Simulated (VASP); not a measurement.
Write the native input for VASP 6.6.1 that does the following.

```yaml
Task: single point
Functional: PBE
Potentials_or_basis: VASP PAW PBE potentials, release 64 (Ga_d, Sb)
Cutoff: 520 eV
k_mesh: 18 × 18 × 18
Occupations: gaussian, width 0.15 eV
Spin: no spin polarisation
Dipole_correction: no
Further_INCAR_settings: ALGO = Normal; EDIFF = 1e-07; NBANDS = 16
```

The structure of GaSb lies in POSCAR:

```
GaSb
1.0
   -1.6314860576      2.4330962024      2.7033205588
    1.6314860576     -2.4330962024      2.7033205588
    1.6314860576      2.4330962024     -2.7033205588
Ga Sb
1 1
Direct
    0.0000000000      0.0000000000      0.0000000000
    0.5000000000      0.5000000000      0.0000000000
```

These files were run (other wordings do the same):

INCAR

```
PREC = Accurate ; ENCUT = 520
EDIFF = 1E-7 ; ISMEAR = 0
SIGMA = 0.15 ; LREAL = False
LASPH = True ; NELM = 80
ALGO = Normal ; ISIF = 2
LWAVE = False ; LCHARG = True
GGA = PE ; LELF = True
LVHAR = True ; NBANDS = 16
```

KPOINTS

```
regular mesh
0
Gamma
  18 18 18
```

Potentials or basis: VASP PAW PBE potentials, release 64 (Ga_d, Sb).

The run is started by

```console
$ cat potpaw_PBE.64/Ga_d/POTCAR potpaw_PBE.64/Sb/POTCAR > POTCAR
$ mpirun -np 1 vasp_std > vasp.out
```

It gave:

- Pressure: 8.3 GPa
- Band gap on the k mesh: zero (bands 9 and 10 overlap by 6.38 eV)

Caveat: the stress differs along the axes, from 5 to 13 GPa; spin-orbit coupling is left out, which moves the levels of the heavy elements.

It took 4.1 min on 1 thread of Intel(R) Xeon(R) 6975P-C (Granite Rapids), on a shared host, peak memory 0.68 GiB.
